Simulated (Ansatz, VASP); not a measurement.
Two plane-wave programs on Cu

INCAR

```
PREC = Accurate ; ENCUT = 520
EDIFF = 1E-6 ; ISMEAR = 0
SIGMA = 0.15 ; LREAL = F
LASPH = T ; NELM = 60
ALGO = Fast ; ISIF = 2
LWAVE = F ; LCHARG = F
GGA = PE ; NBANDS = 18
```

File KPOINTS:

```
Automatic mesh
0
Gamma
  18 18 18
```

Contents of POSCAR:

```
Cu
1.0
    1.2386412945     -3.8091872976      0.0000000000
    1.2386412945      3.8091872976      0.0000000000
    0.0000000000      0.0000000000      2.5142119659
Cu
2
Direct
    0.1340351705      0.8659648295      0.2500000000
    0.8659648295      0.1340351705      0.7500000000
```

Input for Ansatz:

```yaml
crystal:
  lattice:
    - [1.2386412945, -3.8091872976, 0.0]
    - [1.2386412945, 3.8091872976, 0.0]
    - [0.0, 0.0, 2.5142119659]
  atoms:
    - { symbol: Cu, position: [0.1340351705, 0.8659648295, 0.25] }
    - { symbol: Cu, position: [0.8659648295, 0.1340351705, 0.75] }
basis:
  ecutwfc: 520.0
kpoints:
  mp_grid: { grid: [18, 18, 18] }
hamiltonian:
  xc: pbe
  pseudopotentials: { kind: paw, azcp: { folder: soft_1 } }
scf:
  occupations: { method: gaussian, width: 0.15 }
output:
  forces: true
  stress: true
  eigenvalues: true
  write_density: true
  write_potential: true
  elf: true
  volumetric_format: npy
```

Change from the starting cell: normal strain along x +0.0000, normal strain along y -0.0550.

Alike in both runs: task single point; functional PBE; k mesh 18 × 18 × 18; occupations gaussian, width 0.15 eV; no spin polarisation.

```csv
,VASP,Ansatz
version,VASP 6.6.1,Ansatz 0.2.0
potentials or method,"VASP PAW PBE potentials, release 64 (Cu), cutoff 520 eV","scalar-relativistic, plane waves, PAW"
valence electrons in the cell,22,38
```

```tsv
	VASP	Ansatz	Ansatz less VASP
gap on the k mesh at the Fermi level (eV)	none	none	-
pressure (GPa)	9.8	9.1	-0.70
traceless stress, the component that is largest in VASP (GPa)	5.65	5.64	-0.018
rms of the force components (eV/Å)	0.059	0.061	+0.0026
```

Atom by atom the forces differ by 0.003 eV/Å (rms over components). A gap of «none» marks a metal or a gap that the smearing closes. The functional is the same, so the differences come from potentials, cutoffs and numerics. VASP's potentials hold 22 valence electrons a cell and Ansatz's 38, so a difference there can come from the potentials and not from the codes.
